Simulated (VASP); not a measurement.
# ZnAg: vibrations by perturbation theory with LDA

ZnAg:

```xyz
2
Lattice="3.0770 0.0000 0.0000 0.0000 3.0770 0.0000 0.0000 0.0000 3.0770" Properties=species:S:1:pos:R:3 pbc="T T T"
Zn    1.5385    1.5385    1.5385
Ag    0.0000    0.0000    0.0000
```

* Program: VASP 6.6.1
* Task: vibrations by perturbation theory
* Functional: LDA
* Potentials or basis: VASP PAW LDA potentials, release 64 (Zn, Ag)
* Cutoff: 520 eV
* k mesh: 14 × 14 × 14
* Occupations: fermi-dirac, width 0.15 eV
* Spin: no spin polarisation
* Dipole correction: no
* Further INCAR settings: ALGO = Normal; EDIFF = 1e-08; NBANDS = 18; IBRION = 8; NSW = 1

The highest phonon frequency at Γ is 170 cm⁻¹.

Phonon frequencies in cm⁻¹ (negative: imaginary):
| q point | frequencies |
| --- | --- |
| (0.000, 0.000, 0.000) | 0 0 0 170 170 170 |

Wall time 5.7 min on 1 thread of Intel(R) Xeon(R) Platinum 8259CL CPU @ 2.50GHz (Skylake/Cascade Lake), on a shared host, peak memory 0.46 GiB.
